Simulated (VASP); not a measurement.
# In3Sb3H in VASP: notebook

The runs below take In3Sb3H through single point, with PBE+D3(BJ).

Everything below comes from runs of VASP 6.6.1. Logs are shortened: lines on timing, memory, paths and dates and some standing lists are left out, and cuts for length are marked.

## Step 1: The cell of the first run

The cell holds a slab with vacuum, 14 atoms: a = 9.259 Å, b = 6.547 Å, c = 23.336 Å, α = 90.00°, β = 90.00°, γ = 90.00°.

## Step 2: Single point, PBE+D3(BJ)

INCAR reads:

```
SYSTEM = In3Sb3H
ALGO = Normal
DIPOL = 0.5 0.5 0.476
EDIFF = 1E-6
ENCUT = 520
GGA = PE
IDIPOL = 3
ISIF = 2
ISMEAR = 0
IVDW = 12
LASPH = .True.
LCHARG = .False.
LDIPOL = .True.
LREAL = .False.
LWAVE = .False.
NBANDS = 68
NELM = 100
PREC = Accurate
SIGMA = 0.1
```

KPOINTS reads:

```
k-points
0
Gamma
  2 3 1
  0 0 0
```

POSCAR reads:

```
In3Sb3H
1.0
    9.2586444710      0.0000000000      0.0000000000
    0.0000000000      6.5468502901      0.0000000000
    0.0000000000      0.0000000000     23.3357222355
In Sb H
6 6 2
Direct
    0.2500000000      0.5000000000      0.3428220442
    0.7500000000      0.5000000000      0.3428220442
    0.4986301371      0.0721283287      0.4550638331
   -0.0011518319      0.0727074912      0.4551259613
    0.7492555393      0.4983306707      0.5137936236
    0.2487765462      0.4981503805      0.5144803287
    0.5000000000      0.2500000000      0.3428220442
    0.0000000000      0.2500000000      0.3428220442
    0.7489430176      0.8199730934      0.4307345207
    0.2487161270      0.8190862680      0.4310957776
   -0.0014810848      0.2996978191      0.5591532261
    0.4995036847      0.3000891473      0.5589002292
    0.2232705433      1.2700872620      0.6913419178
    0.2973158343      1.2662079888      0.6780987365
```

Potentials or basis: VASP PAW PBE potentials, release 64 (In_d, Sb, H).

Started as:

```bash
$ cat potpaw_PBE.64/In_d/POTCAR potpaw_PBE.64/Sb/POTCAR potpaw_PBE.64/H/POTCAR > POTCAR
$ mpirun -np 1 vasp_std > vasp.out
```

OUTCAR:

```text
SYSTEM = In3Sb3H
   EDIFF = 1E-6
   ENCUT = 520
   GGA = PE
   ISIF = 2
   ISMEAR = 0
   IVDW = 12
   LASPH = .True.
   LREAL = .False.
   NELM = 100
   PREC = Accurate
 IVDW          = 12

 ion  position               nearest neighbor table
   1  0.250  0.500  0.343-   7 2.83   8 2.83  10 2.93   6 4.01
   2  0.750  0.500  0.343-   7 2.83   8 2.83   9 2.93   5 3.99
   3  0.499  0.072  0.455-  12 2.85   7 2.87  10 2.90   9 2.90   5 3.88   6 3.88
   4  0.999  0.073  0.455-  11 2.85   8 2.87   9 2.90  10 2.90   5 3.87   6 3.88
   5  0.749  0.498  0.514-  11 2.85  12 2.85   9 2.86   4 3.87   3 3.88   2 3.99
   6  0.249  0.498  0.514-  11 2.85  12 2.85  10 2.86   4 3.88   3 3.88   1 4.01
   7  0.500  0.250  0.343-   1 2.83   2 2.83   3 2.87
   8  0.000  0.250  0.343-   1 2.83   2 2.83   4 2.87
   9  0.749  0.820  0.431-   5 2.86   4 2.90   3 2.90   2 2.93
  10  0.249  0.819  0.431-   6 2.86   3 2.90   4 2.90   1 2.93
  11  0.999  0.300  0.559-   4 2.85   5 2.85   6 2.85
  12  0.500  0.300  0.559-   3 2.85   5 2.85   6 2.85
  13  0.223  0.270  0.691-  14 0.75
  14  0.297  0.266  0.678-  13 0.75

  LATTYP: Found a simple orthorhombic cell.
 ALAT       =     6.5468502901
 B/A-ratio  =     1.4142135624
 C/A-ratio  =     3.5644197135

  Lattice vectors:

 A1 = (   0.0000000000,  -6.5468502901,   0.0000000000)
 A2 = (   9.2586444710,   0.0000000000,   0.0000000000)
 A3 = (   0.0000000000,   0.0000000000,  23.3357222355)

Analysis of symmetry for initial positions (statically):
=====================================================================
 Subroutine PRICEL returns:
 Original cell was already a primitive cell.

 Routine SETGRP: Setting up the symmetry group for a
 simple orthorhombic supercell.

 Subroutine GETGRP returns: Found  1 space group operations
 (whereof  1 operations were pure point group operations)
 out of a pool of  8 trial point group operations.

The static configuration has the point symmetry C_1 .

Analysis of symmetry for dynamics (positions and initial velocities):
=====================================================================
 Subroutine PRICEL returns:
 Original cell was already a primitive cell.

 Routine SETGRP: Setting up the symmetry group for a
 simple orthorhombic supercell.

 Subroutine GETGRP returns: Found  1 space group operations
 (whereof  1 operations were pure point group operations)
 out of a pool of  8 trial point group operations.

The dynamic configuration has the point symmetry C_1 .

 Subroutine INISYM returns: Found  1 space group operations
 (whereof  1 operations are pure point group operations),
 and found     1 'primitive' translations

----------------------------------------------------------------------------------------

                                     Primitive cell

  volume of cell :    1414.4939

  direct lattice vectors                    reciprocal lattice vectors
     9.258644471  0.000000000  0.000000000     0.108007171  0.000000000  0.000000000
     0.000000000  6.546850290  0.000000000     0.000000000  0.152745207  0.000000000
     0.000000000  0.000000000 23.335722236     0.000000000  0.000000000  0.042852756

  length of vectors
     9.258644471  6.546850290 23.335722236     0.108007171  0.152745207  0.042852756

  position of ions in fractional coordinates (direct lattice)
     0.250000000  0.500000000  0.342822044
     0.750000000  0.500000000  0.342822044
     0.498630137  0.072128329  0.455063833
     0.998848168  0.072707491  0.455125961
     0.749255539  0.498330671  0.513793624
     0.248776546  0.498150381  0.514480329
     0.500000000  0.250000000  0.342822044
     0.000000000  0.250000000  0.342822044
     0.748943018  0.819973093  0.430734521
     0.248716127  0.819086268  0.431095778
     0.998518915  0.299697819  0.559153226
     0.499503685  0.300089147  0.558900229
     0.223270543  0.270087262  0.691341918
     0.297315834  0.266207989  0.678098736

  ion indices of the primitive-cell ions
   primitive index   ion index
                 1           1
                 2           2
                 3           3
                 4           4
                 5           5
                 6           6
                 7           7
                 8           8
                 9           9
                10          10
                11          11
                12          12
                13          13
                14          14

----------------------------------------------------------------------------------------

 KPOINTS: k-points

Automatic generation of k-mesh.
 Grid dimensions read from file:
 generate k-points for:    2    3    1

 Generating k-lattice:

  Cartesian coordinates                     Fractional coordinates (reciprocal lattice)
     0.054003586  0.000000000  0.000000000     0.500000000  0.000000000  0.000000000
     0.000000000  0.050915069  0.000000000     0.000000000  0.333333333  0.000000000
     0.000000000  0.000000000  0.042852756     0.000000000  0.000000000  1.000000000

  Length of vectors
     0.054003586  0.050915069  0.042852756

  Shift w.r.t. Gamma in fractional coordinates (k-lattice)
     0.000000000  0.000000000  0.000000000

 Subroutine IBZKPT returns following result:
 ===========================================

 Found      4 irreducible k-points:

 Following reciprocal coordinates:
            Coordinates               Weight
  0.000000  0.000000  0.000000      1.000000
  0.500000  0.000000  0.000000      1.000000
  0.000000  0.333333  0.000000      2.000000
  0.500000  0.333333  0.000000      2.000000
   k-points           NKPTS =      4   k-points in BZ     NKDIM =      4   number of bands    NBANDS=     68
   number of dos      NEDOS =    301   number of ions     NIONS =     14
   total plane-waves  NPLWV = 630000
   dimension x,y,z NGX =    70 NGY =   50 NGZ =  180
   dimension x,y,z NGXF=   140 NGYF=  100 NGZF=  360
   ions per type =               6   6   2
   NGX,Y,Z   is equivalent  to a cutoff of  12.57, 12.70, 12.82 a.u.
   NGXF,Y,Z  is equivalent  to a cutoff of  25.14, 25.39, 25.65 a.u.
 SYSTEM =  In3Sb3H
   PREC   = accura    normal or accurate (medium, high low for compatibility)
   ISTART =      0    job   : 0-new  1-cont  2-samecut
   ICHARG =      2    charge: 1-file 2-atom 10-const
   ISPIN  =      1    spin polarized calculation?
   LNONCOLLINEAR =      F non collinear calculations
   LSORBIT =      F    spin-orbit coupling
   LASPH  =      T    aspherical Exc in radial PAW
   ENCUT  =  520.0 eV  38.22 Ry    6.18 a.u.  17.21 12.17 43.39*2*pi/ulx,y,z
   NELM   =    100;   NELMIN=  2; NELMDL= -5     # of ELM steps
   EDIFF  = 0.1E-05   stopping-criterion for ELM
   LREAL  =      F    real-space projection
   EDIFFG = 0.1E-04   stopping-criterion for IOM
   NSW    =      0    number of steps for IOM
   IBRION =     -1    ionic relax: 0-MD 1-quasi-New 2-CG
   NFREE  =      0    steps in history (QN), initial steepest desc. (CG)
   ISIF   =      2    stress and relaxation
   ISYM   =      2    0-nonsym 1-usesym 2-fastsym
   POTIM  = 0.5000    time-step for ionic-motion
   TEBEG  =    0.0;   TEEND  =   0.0 temperature during run
   PSTRESS=    0.0 pullay stress
   NELECT =     110.0000    total number of electrons
   NUPDOWN=      -1.0000    fix difference up-down
   EMIN   =  10.00;   EMAX   =-10.00  energy-range for DOS
   EFERMI =   0.00;   METHOD = LEGACY
   ISMEAR =     0;   SIGMA  =   0.10  broadening in eV -4-tet -1-fermi 0-gaus
   EFERMI_NEDOS =   21; number of points for ismear=-14 and -15
   IALGO  =     38    algorithm
   IMIX   =      4    mixing-type and parameters
     AMIX     =   0.40;   BMIX     =  1.00
     AMIX_MAG =   1.60;   BMIX_MAG =  1.00
  volume/ion in A,a.u.               =     101.04       681.82
  Fermi-wavevector in a.u.,A,eV,Ry     =   0.698777  1.320497  6.643582  0.488290
  Thomas-Fermi vector in A             =   1.782474
   LORBIT       =      0    0 simple, 1 ext, 2 COOP (PROOUT), +10 PAW based schemes
   GGA     = PE    functional components
   LHFCALC =     F    Hartree Fock is set to
   AEXX    =    0.0000 exact exchange contribution
   IVDW    =    12    specifies the selected vdW correction
   LEPSILON=     F    determine dielectric tensor
   LRPA    =     F    only Hartree local field effects (RPA)
 non-spin polarized calculation
 Gauss-broadening in eV      SIGMA  =   0.10
  energy-cutoff  :      520.00
  volume of cell :     1414.49
 maximum number of plane-waves:     38134
 NGX is ok and might be reduce to    70
   NGX = 35   NGY = 25   NGZ = 87

 dipolmoment           0.000000      0.000000     -0.000004 electrons x Angstroem

 number of electron     110.0000028 magnetization

 dipolmoment           0.000000      0.000000      0.063602 electrons x Angstroem

 Free energy of the ion-electron system (eV)
  ---------------------------------------------------
  ext. energy  EPLUGINS =         0.00000000
  ---------------------------------------------------
  free energy    TOTEN  =       -44.87864331 eV

  energy without entropy =      -44.86648903  energy(sigma->0) =      -44.87256617

 E-fermi :  -1.6038     XC(G=0):  -3.2675

 val. band max:       -1.6774811932   @ k =   0.0000   0.0000   0.0000
 cond. band min:      -1.5013173904   @ k =   0.0000   0.3333   0.0000
 fundamental gap:      0.1761638028
 Fermi energy:        -1.6037982265

 k-point     1 :       0.0000    0.0000    0.0000
  band No.  band energies     occupation
      1     -16.3850      2.00000
      2     -16.3755      2.00000
      3     -16.3429      2.00000
      4     -16.3311      2.00000
      5     -16.3260      2.00000
      6     -16.3226      2.00000
[... 269 lines left out ...]
     66       2.0068      0.00000
     67       2.0135      0.00000
 [bands above 67 left out]

------------------------ aborting loop because EDIFF is reached ----------------------------------------

 vacuum level on the upper side and lower side of the slab       (xc-potential included)        -0.004        -0.177

 Edisp (eV)   -2.49388

 E8    (eV) :    -1.2416

  FORCE on cell =-STRESS in cart. coord.  units (eV):
  Direction    XX          YY          ZZ          XY          YZ          ZX
  --------------------------------------------------------------------------------------
  -------------------------------------------------------------------------------------
  Total      -2.85790    -4.84441     0.01903     0.02363    -0.02214     0.01972
  in kB      -3.23710    -5.48719     0.02156     0.02676    -0.02508     0.02233
  external pressure =       -2.90 kB  Pullay stress =        0.00 kB

 VOLUME and BASIS-vectors are now :
 -----------------------------------------------------------------------------
  energy-cutoff  :      520.00
  volume of cell :     1414.49
      direct lattice vectors                 reciprocal lattice vectors
     9.258644471  0.000000000  0.000000000     0.108007171  0.000000000  0.000000000
     0.000000000  6.546850290  0.000000000     0.000000000  0.152745207  0.000000000
     0.000000000  0.000000000 23.335722236     0.000000000  0.000000000  0.042852756

 POSITION                                       TOTAL-FORCE (eV/Angst)
 -----------------------------------------------------------------------------------
      2.31466      3.27343      8.00000        -0.000226     -0.123372      0.682343
      6.94398      3.27343      8.00000         0.000301     -0.123953      0.680304
      4.61664      0.47221     10.61924         0.001164     -0.003761      0.000024
      9.24798      0.47601     10.62069         0.002837     -0.004249      0.000268
      6.93709      3.26250     11.98975         0.000714      0.004137     -0.002525
      2.30333      3.26132     12.00577         0.000760      0.002619     -0.004092
      4.62932      1.63671      8.00000        -0.005075      0.122236     -0.691881
      0.00000      1.63671      8.00000        -0.000012      0.121540     -0.692407
      6.93420      5.36824     10.05150         0.000150      0.006694     -0.004685
      2.30277      5.36244     10.05993        -0.000414      0.007731     -0.004936
      9.24493      1.96208     13.04824         0.000676     -0.003732      0.019677
      4.62473      1.96464     13.04234        -0.000499     -0.003626      0.018999
      2.06718      1.76822     16.13296         0.013309     -0.001825     -0.006818
      2.75274      1.74282     15.82392        -0.013687     -0.000438      0.005730
 -----------------------------------------------------------------------------------
    total drift:                                0.003807     -0.000504      0.001406

  FREE ENERGIE OF THE ION-ELECTRON SYSTEM (eV)
  ---------------------------------------------------
  free  energy   TOTEN  =       -47.3725274153 eV

  energy  without entropy=      -47.3603731427  energy(sigma->0) =      -47.36645028

 vacuum level on the upper side and lower side of the slab         2.793         2.619
```

It took 19 min on 1 thread of Intel Xeon Platinum 8124M at 3.00GHz (Skylake/Cascade Lake), shared host; peak memory 1.2 GiB.

Results:

* Free energy: -47.3725 eV
* Largest force: 0.703 eV/Å
* Band gap on the k mesh: 0.18 eV (least direct gap 0.28 eV)
* Dispersion energy per atom: -0.178 eV

Forces on the atoms (eV/Å):
```
In   0.000 -0.123  0.682
In   0.000 -0.124  0.680
In   0.001 -0.004  0.000
In   0.003 -0.004  0.000
In   0.001  0.004 -0.003
In   0.001  0.003 -0.004
Sb  -0.005  0.122 -0.692
Sb   0.000  0.122 -0.692
Sb   0.000  0.007 -0.005
Sb   0.000  0.008 -0.005
Sb   0.001 -0.004  0.020
Sb   0.000 -0.004  0.019
H    0.013 -0.002 -0.007
H   -0.014  0.000  0.006
```

Caveat: spin-orbit coupling is left out, which moves the levels of the heavy elements.

## Step 3: Single point, PBE+D3(BJ)

INCAR reads:

```
PREC     = Accurate       # precision mode
ENCUT    = 520            # plane-wave cutoff, eV
EDIFF    = 1E-6           # SCF threshold, eV
ISMEAR   = 0              # smearing method
SIGMA    = 0.1            # smearing width, eV
LREAL    = F              # projectors in reciprocal space
LASPH    = T              # aspherical terms in the spheres
NELM     = 60             # most SCF steps
ALGO     = Normal         # electronic algorithm
ISIF     = 2              # what is computed and relaxed
LWAVE    = F              # write WAVECAR
LCHARG   = T              # write CHGCAR
LDIPOL   = T            
IDIPOL   = 3            
DIPOL    = 0.5 0.5 0.476
GGA      = PE             # functional
IVDW     = 12             # dispersion correction
LELF     = T              # ELF
LVHAR    = T            
LVACPOTAV= T            
NBANDS   = 68             # bands
```

KPOINTS reads:

```
Automatic mesh
0
Gamma
  2 3 1
```

POSCAR is that of step 2.

Potentials or basis: VASP PAW PBE potentials, release 64 (In_d, Sb, H).

Started as:

```bash
$ cat potpaw_PBE.64/In_d/POTCAR potpaw_PBE.64/Sb/POTCAR potpaw_PBE.64/H/POTCAR > POTCAR
$ mpirun -np 1 vasp_std > vasp.out
```

Run time: 19 min. Hardware: 1 thread of Intel Xeon Platinum 8124M at 3.00GHz (Skylake/Cascade Lake), shared host; peak memory 1.2 GiB.

It converged, with:

| Item | Value |
| --- | --- |
| Free energy | -47.3725 eV |
| Largest force | 0.703 eV/Å |
| Band gap on the k mesh | 0.18 eV (least direct gap 0.28 eV) |
| Dispersion energy per atom | -0.178 eV |

Forces in eV/Å, atoms in the order of the input:
```
In   0.000 -0.123  0.682
In   0.000 -0.124  0.680
In   0.001 -0.004  0.000
In   0.003 -0.004  0.000
In   0.001  0.004 -0.003
In   0.001  0.003 -0.004
Sb  -0.005  0.122 -0.692
Sb   0.000  0.122 -0.692
Sb   0.000  0.007 -0.005
Sb   0.000  0.008 -0.005
Sb   0.001 -0.004  0.020
Sb   0.000 -0.004  0.019
H    0.013 -0.002 -0.007
H   -0.014  0.000  0.006
```

Levels at points of the mesh, in eV from the valence-band top:
| k point | band 53 | band 54 | band 55 | band 56 | band 57 | band 58 |
| --- | --- | --- | --- | --- | --- | --- |
| (0.00, 0.00, 0.00) | -0.76 | -0.45 | 0.00 | 0.28 | 0.52 | 0.93 |
| (0.50, 0.00, 0.00) | -0.82 | -0.59 | -0.57 | 0.71 | 0.72 | 1.64 |

Caveat: spin-orbit coupling is left out, which moves the levels of the heavy elements.
